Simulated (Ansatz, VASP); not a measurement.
**One calculation of Al8N7, two programs**

The input INCAR:

```
SYSTEM = Al8N7
ALGO = Normal ; EDIFF = 1E-6
EDIFFG = -0.025 ; ENCUT = 520
GGA = PE ; IBRION = 2
ISIF = 2 ; ISMEAR = 0
ISPIN = 2 ; LASPH = .TRUE.
LCHARG = .FALSE. ; LORBIT = 11
LREAL = Auto ; LWAVE = .FALSE.
MAGMOM = 0.75 0 0 0 0.75 0.75 0.75 0 0 0 0 0 0 0 0 ; NELM = 150
NSW = 65 ; PREC = Accurate
SIGMA = 0.01
```

File KPOINTS:

```
k-points
0
G
  2 2 2
  0 0 0
```

Contents of POSCAR:

```
Al8N7
1.0
    0.0000000000      4.4031742015     -4.4031742015
    4.4031742015      4.4031742015      0.0000000000
    4.4031742015      0.0000000000     -4.4031742015
Al N
8 7
Direct
    0.0012731717      0.0012731717      0.4961804850
   -0.0016699096      0.5005566365      0.5005566365
    0.5005566365     -0.0016699096      0.5005566365
    0.5005566365      0.5005566365      0.5005566365
    0.0012731717      0.0012731717      1.0012731717
    0.0012731717      0.4961804850      1.0012731717
    0.4961804850      0.0012731717      1.0012731717
    0.5005566365      0.5005566365      0.9983300904
    0.1256915822      0.6243084178      0.1256915822
    0.6243084178      0.1256915822      0.1256915822
    0.6243084178      0.6243084178      0.1256915822
    0.1256915822      0.1256915822      0.6243084178
    0.1256915822      0.6243084178      0.6243084178
    0.6243084178      0.1256915822      0.6243084178
    0.6250000000      0.6250000000      0.6250000000
```

Input for Ansatz:

```yaml
crystal:
  lattice:
    - [0.0, 4.4031742015, -4.4031742015]
    - [4.4031742015, 4.4031742015, 0.0]
    - [4.4031742015, 0.0, -4.4031742015]
  atoms:
    - { symbol: Al, position: [0.0012731717, 0.0012731717, 0.496180485], spin: 0.75 }
    - { symbol: Al, position: [-0.0016699096, 0.5005566365, 0.5005566365] }
    - { symbol: Al, position: [0.5005566365, -0.0016699096, 0.5005566365] }
    - { symbol: Al, position: [0.5005566365, 0.5005566365, 0.5005566365] }
    - { symbol: Al, position: [0.0012731717, 0.0012731717, 1.0012731717], spin: 0.75 }
    - { symbol: Al, position: [0.0012731717, 0.496180485, 1.0012731717], spin: 0.75 }
    - { symbol: Al, position: [0.496180485, 0.0012731717, 1.0012731717], spin: 0.75 }
    - { symbol: Al, position: [0.5005566365, 0.5005566365, 0.9983300904] }
    - { symbol: "N", position: [0.1256915822, 0.6243084178, 0.1256915822] }
    - { symbol: "N", position: [0.6243084178, 0.1256915822, 0.1256915822] }
    - { symbol: "N", position: [0.6243084178, 0.6243084178, 0.1256915822] }
    - { symbol: "N", position: [0.1256915822, 0.1256915822, 0.6243084178] }
    - { symbol: "N", position: [0.1256915822, 0.6243084178, 0.6243084178] }
    - { symbol: "N", position: [0.6243084178, 0.1256915822, 0.6243084178] }
    - { symbol: "N", position: [0.625, 0.625, 0.625] }
  host:
    lattice:
      - [0.0, 2.2015871008, 2.2015871008]
      - [2.2015871008, 0.0, 2.2015871008]
      - [2.2015871008, 2.2015871008, 0.0]
    atoms:
      - { symbol: Al, position: [0.0, 0.0, 0.0] }
      - { symbol: "N", position: [0.75, 0.75, 0.75] }
basis:
  ecutwfc: 420
  xc_grid: 2
kpoints:
  mp_grid: { grid: [2, 2, 2], shift: [0.0, 0.0, 0.0] }
hamiltonian:
  xc: pbe
scf:
  occupations: { method: gaussian, width: 0.01 }
output:
  forces: true
  stress: false
  eigenvalues: true
  populations: true
  charged_corrections:
    defect_position: [0.125, 0.125, 0.125]
    epsilon: [[8.6591, 0.0, 0.0], [0.0, 8.6591, 0.0], [0.0, 0.0, 8.6591]]
  write_density: true
  write_potential: true
  elf: true
  volumetric_format: npy
magnetization:
  spin_polarized: true
relax:
  adjacent_minimum: "off"
  f_tol: 0.025
  max_steps: 45
```

Change from the starting cell: N vacancy (site c), charge +0, atoms relaxed at the host's cell, started again with a moment of 3 muB.

Alike in both runs: task relaxation of the atoms; functional PBE; k mesh 2 × 2 × 2; occupations gaussian, width 0.01 eV; collinear spin.

|  | VASP | Ansatz |
| --- | --- | --- |
| version | VASP 6.6.1 | Ansatz 0.2.0 |
| potentials or method | VASP PAW PBE potentials, release 64 (Al, N), cutoff 520 eV | scalar-relativistic, plane waves, PAW |
| valence electrons in the cell | 59 | 59 |

```csv
,VASP,Ansatz,Ansatz less VASP
"gap on the k mesh at the Fermi level, each at its own relaxed structure (eV)",none,none,-
net moment per atom (μB),0.02,0.02,0.000
```

A gap of «none» marks a metal or a gap that the smearing closes. Ansatz's warnings: seeded moment not kept.

The k mesh is coarse, so the values compare programs but aren't converged. Noted on VASP's run: the relaxation stopped at its first step, so nothing moved.
